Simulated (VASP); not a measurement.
# Rb2BaS2 (P-3m1) in VASP: settings compared

Aim: see how the results for Rb2BaS2 move with the level of theory and the settings. Levels: r2SCAN, PBE. Tasks: single point, relaxation of cell and atoms.

Program: VASP 6.6.1. These are calculated values, not measurements. Logs are shortened: lines on timing, memory, paths and dates and some standing lists are left out, and cuts for length are marked.

## (1) The cell of the first run

The structure is trigonal, space group P-3m1 (No. 164). The conventional cell has a = 4.938 Å, b = 4.938 Å, c = 8.624 Å, α = 90.00°, β = 90.00°, γ = 120.00°. Within 4.3 Å of Rb (site symmetry 3m) lie 4 S at 3.18 to 3.81 Å and 3 Rb at 3.73 Å and 3 Ba at 4.22 Å. Ba (site symmetry -3m) has 6 S at 3.32 Å and 6 Rb at 4.22 Å within 4.4 Å. Within 4.2 Å of S (site symmetry 3m) lie 4 Rb at 3.18 to 3.81 Å and 3 Ba at 3.32 Å.

## (2) Single point, r2SCAN

File POSCAR:

```
Rb2BaS2
1.0
    4.9375118257      0.0000000000      0.0000000000
   -2.4687559129      4.2760106726      0.0000000000
    0.0000000000      0.0000000000      8.6244044963
Rb Ba S
2 1 2
Direct
    0.6666666667      0.3333333333      0.3604235188
    0.3333333333      0.6666666667      0.6395764812
    0.0000000000      0.0000000000      0.0000000000
    0.6666666667      0.3333333333      0.8020654664
    0.3333333333      0.6666666667      0.1979345336
```

File INCAR.step1:

```
SYSTEM = Rb2BaS2
ALGO = Normal
EDIFF = 1E-4
ENCUT = 520
GGA = PE
ISMEAR = 0
LASPH = .TRUE.
LCHARG = .FALSE.
LREAL = .FALSE.
LWAVE = .TRUE.
NBANDS = 28
NELM = 60
PREC = Accurate
SIGMA = 0.02
```

File INCAR.step2:

```
SYSTEM = Rb2BaS2
ALGO = Normal
EDIFF = 1E-7
ENCUT = 520
ISIF = 2
ISMEAR = 0
ISTART = 1
LASPH = .TRUE.
LCHARG = .FALSE.
LMIXTAU = .TRUE.
LREAL = .FALSE.
LWAVE = .FALSE.
METAGGA = R2SCAN
NBANDS = 28
NELM = 60
PREC = Accurate
SIGMA = 0.02
```

File KPOINTS:

```
k-points
0
G
  6 6 4
  0 0 0
```

Potentials or basis: VASP PAW PBE potentials, release 64 (Rb_sv, Ba_sv, S).

Run with:

```console
cat potpaw_PBE.64/Rb_sv/POTCAR potpaw_PBE.64/Ba_sv/POTCAR potpaw_PBE.64/S/POTCAR > POTCAR
cp INCAR.step1 INCAR
mpirun -np 1 vasp_std > vasp.out
cp INCAR.step2 INCAR
mpirun -np 1 vasp_std > vasp.out
```

OUTCAR:

```text
SYSTEM = Rb2BaS2
   EDIFF = 1E-7
   ENCUT = 520
   ISIF = 2
   ISMEAR = 0
   ISTART = 1
   LASPH = .TRUE.
   LREAL = .FALSE.
   METAGGA = R2SCAN
   NELM = 60
   PREC = Accurate

 ion  position               nearest neighbor table
   1  0.667  0.333  0.360-   5 3.18   5 3.18   5 3.18   2 3.73   2 3.73   2 3.73   4 3.81   3 4.22
                             3 4.22   3 4.22
   2  0.333  0.667  0.640-   4 3.18   4 3.18   4 3.18   1 3.73   1 3.73   1 3.73   5 3.81   3 4.22
                             3 4.22   3 4.22
   3  0.000  0.000  0.000-   4 3.32   5 3.32   4 3.32   5 3.32   4 3.32   5 3.32   1 4.22   2 4.22
                             2 4.22   1 4.22   1 4.22   2 4.22
   4  0.667  0.333  0.802-   2 3.18   2 3.18   2 3.18   3 3.32   3 3.32   3 3.32   1 3.81
   5  0.333  0.667  0.198-   1 3.18   1 3.18   1 3.18   3 3.32   3 3.32   3 3.32   2 3.81

  LATTYP: Found a hexagonal cell.
 ALAT       =     4.9375118257
 C/A-ratio  =     1.7467106512

  Lattice vectors:

 A1 = (   4.9375118257,   0.0000000000,   0.0000000000)
 A2 = (  -2.4687559129,   4.2760106726,   0.0000000000)
 A3 = (   0.0000000000,   0.0000000000,   8.6244044963)

Analysis of symmetry for initial positions (statically):
=====================================================================
 Subroutine PRICEL returns:
 Original cell was already a primitive cell.

 Routine SETGRP: Setting up the symmetry group for a
 hexagonal supercell.

 Subroutine GETGRP returns: Found 12 space group operations
 (whereof 12 operations were pure point group operations)
 out of a pool of 24 trial point group operations.

The static configuration has the point symmetry D_3d.

Analysis of symmetry for dynamics (positions and initial velocities):
=====================================================================
 Subroutine PRICEL returns:
 Original cell was already a primitive cell.

 Routine SETGRP: Setting up the symmetry group for a
 hexagonal supercell.

 Subroutine GETGRP returns: Found 12 space group operations
 (whereof 12 operations were pure point group operations)
 out of a pool of 24 trial point group operations.

The dynamic configuration has the point symmetry D_3d.

 Subroutine INISYM returns: Found 12 space group operations
 (whereof 12 operations are pure point group operations),
 and found     1 'primitive' translations

----------------------------------------------------------------------------------------

                                     Primitive cell

  volume of cell :     182.0858

[... 96 lines left out ...]
   NSW    =      0    number of steps for IOM
   IBRION =     -1    ionic relax: 0-MD 1-quasi-New 2-CG
   NFREE  =      0    steps in history (QN), initial steepest desc. (CG)
   ISIF   =      2    stress and relaxation
   ISYM   =      2    0-nonsym 1-usesym 2-fastsym
   POTIM  = 0.5000    time-step for ionic-motion
   TEBEG  =    0.0;   TEEND  =   0.0 temperature during run
   PSTRESS=    0.0 pullay stress
   NELECT =      40.0000    total number of electrons
   NUPDOWN=      -1.0000    fix difference up-down
   EMIN   =  10.00;   EMAX   =-10.00  energy-range for DOS
   EFERMI =   0.00;   METHOD = LEGACY
   ISMEAR =     0;   SIGMA  =   0.02  broadening in eV -4-tet -1-fermi 0-gaus
   EFERMI_NEDOS =   21; number of points for ismear=-14 and -15
   IALGO  =     38    algorithm
   IMIX   =      4    mixing-type and parameters
     AMIX     =   0.40;   BMIX     =  1.00
     AMIX_MAG =   1.60;   BMIX_MAG =  1.00
  volume/ion in A,a.u.               =      36.42       245.76
  Fermi-wavevector in a.u.,A,eV,Ry     =   0.987801  1.866673 13.275897  0.975751
  Thomas-Fermi vector in A             =   2.119281
   LORBIT       =      0    0 simple, 1 ext, 2 COOP (PROOUT), +10 PAW based schemes
   METAGGA = R2SCAN    functional components
   LHFCALC =     F    Hartree Fock is set to
   AEXX    =    0.0000 exact exchange contribution
   IVDW    =     0    specifies the selected vdW correction
   LEPSILON=     F    determine dielectric tensor
   LRPA    =     F    only Hartree local field effects (RPA)
 non-spin polarized calculation
 Gauss-broadening in eV      SIGMA  =   0.02
  energy-cutoff  :      520.00
  volume of cell :      182.09
 maximum number of plane-waves:      4934
 NGX is ok and might be reduce to    40
   NGX = 19   NGY = 19   NGZ = 33

 number of electron      40.0000001 magnetization

 Free energy of the ion-electron system (eV)
  ---------------------------------------------------
  ext. energy  EPLUGINS =         0.00000000
  ---------------------------------------------------
  free energy    TOTEN  =       -78.26983054 eV

  energy without entropy =      -78.26983054  energy(sigma->0) =      -78.26983054

 E-fermi :   0.4394     XC(G=0):  -8.1932

 val. band max:        0.3300085383   @ k =   0.1667   0.1667   0.5000
 cond. band min:       3.0003443641   @ k =   0.0000   0.0000   0.0000
 fundamental gap:      2.6703358257
 Fermi energy:         0.4393753552

 k-point     1 :       0.0000    0.0000    0.0000
  band No.  band energies     occupation
      1     -26.8561      2.00000
      2     -26.7997      2.00000
      3     -26.7499      2.00000
      4     -11.9542      2.00000
      5     -11.4846      2.00000
      6     -11.4846      2.00000
[... 733 lines left out ...]
     27       7.2168      0.00000
     28       7.2602      0.00000

------------------------ aborting loop because EDIFF is reached ----------------------------------------

  FORCE on cell =-STRESS in cart. coord.  units (eV):
  Direction    XX          YY          ZZ          XY          YZ          ZX
  --------------------------------------------------------------------------------------
  -------------------------------------------------------------------------------------
  Total       -0.0964872     -0.0964872     -0.2883371      0.0000000      0.0000000     -0.0000000
  in kB       -0.8489936     -0.8489936     -2.5370850      0.0000000      0.0000000     -0.0000000
  external PRESSURE =      -1.4116908 kB  Pullay stress =       0.0000000 kB

 VOLUME and BASIS-vectors are now :
 -----------------------------------------------------------------------------
  energy-cutoff  :      520.00
  volume of cell :      182.09
      direct lattice vectors                 reciprocal lattice vectors
     4.937511826  0.000000000  0.000000000     0.202531160  0.116931420  0.000000000
    -2.468755913  4.276010673  0.000000000     0.000000000  0.233862840  0.000000000
     0.000000000  0.000000000  8.624404496     0.000000000  0.000000000  0.115950035

 POSITION                                       TOTAL-FORCE (eV/Angst)
 -----------------------------------------------------------------------------------
      2.46876      1.42534      3.10844         0.000000     -0.000000      0.070308
     -0.00000      2.85067      5.51597        -0.000000      0.000000     -0.070308
      0.00000      0.00000      0.00000         0.000000      0.000000      0.000000
      2.46876      1.42534      6.91734         0.000000      0.000000     -0.050429
     -0.00000      2.85067      1.70707        -0.000000     -0.000000      0.050429
 -----------------------------------------------------------------------------------
    total drift:                               -0.000000      0.000000      0.000000

  FREE ENERGIE OF THE ION-ELECTRON SYSTEM (eV)
  ---------------------------------------------------
  free  energy   TOTEN  =       -78.2698305366 eV

  energy  without entropy=      -78.2698305366  energy(sigma->0) =      -78.26983054
```

OSZICAR.step1:

```text
N       E                     dE             d eps       ncg     rms          rms(c)
DAV:   1     0.261086913699E+03    0.26109E+03   -0.17567E+04  1344   0.123E+03
DAV:   2    -0.238718947781E+01   -0.26347E+03   -0.25687E+03  1960   0.234E+02
DAV:   3    -0.206444888381E+02   -0.18257E+02   -0.18215E+02  1652   0.649E+01
DAV:   4    -0.211439413232E+02   -0.49945E+00   -0.49876E+00  2176   0.965E+00
DAV:   5    -0.211497975142E+02   -0.58562E-02   -0.58552E-02  1720   0.125E+00    0.695E+00
DAV:   6    -0.189932459323E+02    0.21566E+01   -0.48568E+00  1512   0.781E+00    0.519E+00
DAV:   7    -0.188109203169E+02    0.18233E+00   -0.15990E+00  1908   0.454E+00    0.330E+00
DAV:   8    -0.188042902559E+02    0.66301E-02   -0.24519E-01  1880   0.203E+00    0.119E+00
DAV:   9    -0.188018318318E+02    0.24584E-02   -0.13157E-01  1760   0.160E+00    0.407E-01
DAV:  10    -0.188023342714E+02   -0.50244E-03   -0.17366E-02  1820   0.517E-01    0.255E-01
DAV:  11    -0.188056287696E+02   -0.32945E-02   -0.61295E-03  1548   0.352E-01    0.161E-01
DAV:  12    -0.188056689371E+02   -0.40168E-04   -0.34203E-04  1532   0.893E-02
   1 F= -.18805669E+02 E0= -.18805669E+02  d E =-.293759E-21
```

Run time: 16 min. Hardware: 1 thread of Intel Xeon 8259CL, shared host; peak memory 0.42 GiB.

What came out:

* Free energy: -78.2698 eV
* Pressure: -0.1 GPa
* Largest force: 0.070 eV/Å
* Band gap on the k mesh: 2.67 eV (least direct gap 2.81 eV)

Forces on the atoms (eV/Å):
```
Rb   0.000  0.000  0.070
Rb   0.000  0.000 -0.070
Ba   0.000  0.000  0.000
S    0.000  0.000 -0.050
S    0.000  0.000  0.050
```

Levels at points of the mesh, in eV from the valence-band top:
```
           k point  band 18  band 19  band 20  band 21  band 22  band 23
(0.00, 0.00, 0.00)    -0.20    -0.14    -0.14     2.67     4.47     4.47
(0.50, 0.00, 0.00)    -0.34    -0.28    -0.13     3.20     4.17     5.52
(0.00, 0.00, 0.50)    -0.45    -0.07    -0.07     3.48     4.24     4.68
(0.50, 0.00, 0.50)    -0.27    -0.20    -0.17     3.70     3.72     5.48
```

Caveat: the PAW data sets were made with another functional, which shifts forces and pressure a little; spin-orbit coupling is left out, which moves the levels of the heavy elements.

## (3) Relaxation of cell and atoms, PBE

This run uses another cell than the first one, of 41.75 Å³/atom.

File INCAR:

```
ALGO = Normal ; EDIFF = 1E-6
EDIFFG = -0.04 ; ENCUT = 600
GGA = PE ; IBRION = 2
ISIF = 3 ; ISMEAR = 0
LASPH = True ; LCHARG = False
LREAL = False ; LWAVE = False
NELM = 100 ; NSW = 90
PREC = Accurate ; SIGMA = 0.1
```

File KPOINTS:

```
k-points
0
Gamma
  6 6 2
```

File POSCAR:

```
Rb2BaS2
1.0
    5.1399040800      0.0000000000      0.0000000000
   -2.5699520400      4.4512875100      0.0000000000
    0.0000000000      0.0000000000      9.1249020600
Rb Ba S
2 1 2
Direct
    0.6666666700      0.3333333300      0.3759044400
    0.3333333300      0.6666666700      0.6240955600
    0.0000000000      0.0000000000      0.0000000000
    0.6666666700      0.3333333300      0.7219373600
    0.3333333300      0.6666666700      0.2780626400
```

Potentials or basis: VASP PAW PBE potentials, release 64 (Rb_sv, Ba_sv, S).

Run with:

```console
cat potpaw_PBE.64/Rb_sv/POTCAR potpaw_PBE.64/Ba_sv/POTCAR potpaw_PBE.64/S/POTCAR > POTCAR
mpirun -np 1 vasp_std > vasp.out
```

Run time: 26 min. Hardware: 1 thread of Intel Xeon 8259CL, shared host; peak memory 0.46 GiB.

It converged, with:

* Free energy: -18.8072 eV
* Relaxed volume: 36.63 Å³/atom
* Relaxed cell: a = 4.965 Å, b = 4.965 Å, c = 8.579 Å, α = 90.00°, β = 90.00°, γ = 120.00°
* Space group after relaxing (to 0.1 Å): P-3m1 (No. 164)
* Energy gained by relaxing: 325.5 meV/atom
* Ionic steps: 12
* Pressure after relaxing: -0.1 GPa
* Largest force after relaxing: 0.023 eV/Å
* Band gap on the k mesh: 2.31 eV (least direct gap 2.45 eV)

Forces in eV/Å, atoms in the order of the input:
```
Rb   0.000  0.000 -0.009
Rb   0.000  0.000  0.009
Ba   0.000  0.000  0.000
S    0.000  0.000  0.023
S    0.000  0.000 -0.023
```

Stress tensor (GPa, compression positive):
```
-0.10  0.00  0.00
 0.00 -0.10  0.00
 0.00  0.00  0.01
```

The path:
| step | energy change (eV) | largest force (eV/Å) | pressure (GPa) | volume (Å³) |
| --- | --- | --- | --- | --- |
| 1 | 0.0000 | 2.0246 | -0.84 | 208.77 |
| 2 | -0.4648 | 1.8242 | -0.80 | 202.16 |
| 3 | -1.2425 | 1.0884 | 0.20 | 182.16 |
| 4 | -1.2887 | 0.7484 | 1.06 | 173.65 |
| 5 | -1.5281 | 0.2316 | -0.08 | 178.98 |
| 6 | -1.5307 | 0.2549 | -0.18 | 179.88 |
| 7 | -1.5786 | 0.1455 | 0.30 | 177.64 |
| 8 | -1.5950 | 0.0310 | 0.87 | 175.31 |
| 9 | -1.6198 | 0.0828 | 0.20 | 180.74 |
| 10 | -1.6213 | 0.1163 | -0.01 | 182.62 |
| 11 | -1.6240 | 0.0880 | -0.03 | 182.79 |
| 12 | -1.6274 | 0.0234 | -0.06 | 183.16 |

Final structure:
```
Rb Ba S
1.0
     4.96524    0.00000    0.00000
    -2.48262    4.30003    0.00000
     0.00000    0.00000    8.57872
Rb Ba S
2 1 2
Cartesian
  2.4826 1.4333 3.1118
  0.0000 2.8667 5.4670
  -2.4826 4.3000 0.0000
  2.4826 1.4333 6.8544
  0.0000 2.8667 1.7244
```

Levels at points of the mesh, in eV from the valence-band top:
```csv
k point,band 16,band 17,band 18,band 19,band 20,band 21,band 22,band 23,band 24
"(0.00, 0.00, 0.00)",-0.66,-0.66,-0.19,-0.15,-0.15,2.31,4.01,4.01,4.62
"(0.50, 0.00, 0.00)",-0.48,-0.47,-0.33,-0.27,-0.12,2.93,3.90,5.04,5.36
"(0.00, 0.00, 0.50)",-0.72,-0.72,-0.46,-0.06,-0.06,3.24,3.72,4.22,4.22
"(0.50, 0.00, 0.50)",-0.48,-0.44,-0.26,-0.20,-0.17,3.34,3.60,4.94,5.43
```

Caveat: spin-orbit coupling is left out, which moves the levels of the heavy elements.
